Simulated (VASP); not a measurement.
AlCo, 2 atoms in the cell. The structure is cubic, space group Pm-3m (No. 221). The conventional cell has a = 2.701 Å, b = 2.701 Å, c = 2.701 Å, α = 90.00°, β = 90.00°, γ = 90.00°. Al (site symmetry m-3m) has 8 Co at 2.34 Å and 6 Al at 2.70 Å within 3.1 Å. Within 3.1 Å of Co (site symmetry m-3m) lie 8 Al at 2.34 Å and 6 Co at 2.70 Å. 

* Program: VASP 6.6.1
* Task: relaxation of cell and atoms
* Functional: PBE
* Potentials or basis: VASP PAW PBE potentials, release 64 (Al, Co)
* Cutoff: 600 eV
* k mesh: 16 × 16 × 16
* Occupations: gaussian, width 0.1 eV
* Spin: no spin polarisation
* Target pressure: 40 GPa
* Dipole correction: no
* Further INCAR settings: ALGO = Normal; EDIFF = 1e-06; IBRION = 2; EDIFFG = -0.008; NSW = 70; ISIF = 3

Potentials or basis: VASP PAW PBE potentials, release 64 (Al, Co).

Command:

```sh
$ cat potpaw_PBE.64/Al/POTCAR potpaw_PBE.64/Co/POTCAR > POTCAR
$ mpirun -np 1 vasp_std > vasp.out
```

Hardware: 1 thread of AMD EPYC 7R43 64-Core Processor (Zen 3), on a shared host.

Problem. Estimate the wall time of this run.

Solution. Wall time 110 s on 1 thread of AMD EPYC 7R43 64-Core Processor (Zen 3) (shared host), peak memory 0.15 GiB. Counts: scf iterations 26, k points 165, ion steps 3.
